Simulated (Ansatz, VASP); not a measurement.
Ta2N: VASP beside Ansatz

File INCAR:

```
PREC     = Accurate       # precision mode
ENCUT    = 520            # plane-wave cutoff, eV
EDIFF    = 1E-6           # SCF threshold, eV
ISMEAR   = 0              # smearing method
SIGMA    = 0.15           # smearing width, eV
LREAL    = False          # projectors in reciprocal space
LASPH    = True           # aspherical terms in the spheres
NELM     = 80             # most SCF steps
ALGO     = Normal         # electronic algorithm
ISIF     = 2              # what is computed and relaxed
LWAVE    = False          # write WAVECAR
LCHARG   = False          # write CHGCAR
GGA      = PE             # functional
NBANDS   = 20             # bands
```

KPOINTS

```
regular mesh
0
Gamma
  18 18 10
```

Contents of POSCAR:

```
Ta2N
1.0
    3.1786685610      0.0000000000      0.0000000000
   -1.5893342805      2.7528077240      0.0000000000
    0.0000000000      0.0000000000      4.7598427878
Ta N
2 1
Direct
    0.6666666667      0.3333333333      0.7449050326
    0.3333333333      0.6666666667      0.2550949674
    0.0000000000      0.0000000000      0.0000000000
```

Input for Ansatz:

```yaml
crystal:
  lattice:
    - [3.178668561, 0.0, 0.0]
    - [-1.5893342805, 2.752807724, 0.0]
    - [0.0, 0.0, 4.7598427878]
  atoms:
    - { symbol: Ta, position: [0.6666666667, 0.3333333333, 0.7449050326] }
    - { symbol: Ta, position: [0.3333333333, 0.6666666667, 0.2550949674] }
    - { symbol: "N", position: [0.0, 0.0, 0.0] }
basis:
  ecutwfc: 420
kpoints:
  mp_grid: { grid: [18, 18, 10] }
hamiltonian:
  xc: pbe
scf:
  occupations: { method: gaussian, width: 0.15 }
output:
  forces: true
  stress: true
  eigenvalues: true
```

Change from the starting cell: strain +0.025 along x and y, -0.025 along z, atoms carried along.

Alike in both runs: task single point; functional PBE; k mesh 18 × 18 × 10; occupations gaussian, width 0.15 eV; no spin polarisation.

```csv
,VASP,Ansatz
version,VASP 6.6.1,Ansatz 0.2.0
potentials or method,"VASP PAW PBE potentials, release 64 (Ta_pv, N), cutoff 520 eV","scalar-relativistic, plane waves, PAW"
valence electrons in the cell,27,31
```

|  | VASP | Ansatz | Ansatz less VASP |
| --- | --- | --- | --- |
| gap on the k mesh at the Fermi level (eV) | none | none | - |
| pressure (GPa) | -5.6 | -6.0 | -0.38 |
| traceless stress, the component that is largest in VASP (GPa) | 6.77 | 6.84 | +0.072 |
| rms of the force components (eV/Å) | 0.213 | 0.234 | +0.0210 |

Atom by atom the forces differ by 0.021 eV/Å (rms over components). A gap of «none» marks a metal or a gap that the smearing closes. VASP's potentials hold 27 valence electrons a cell and Ansatz's 31, so a difference there can come from the potentials and not from the codes.

Spin-orbit coupling is off throughout.
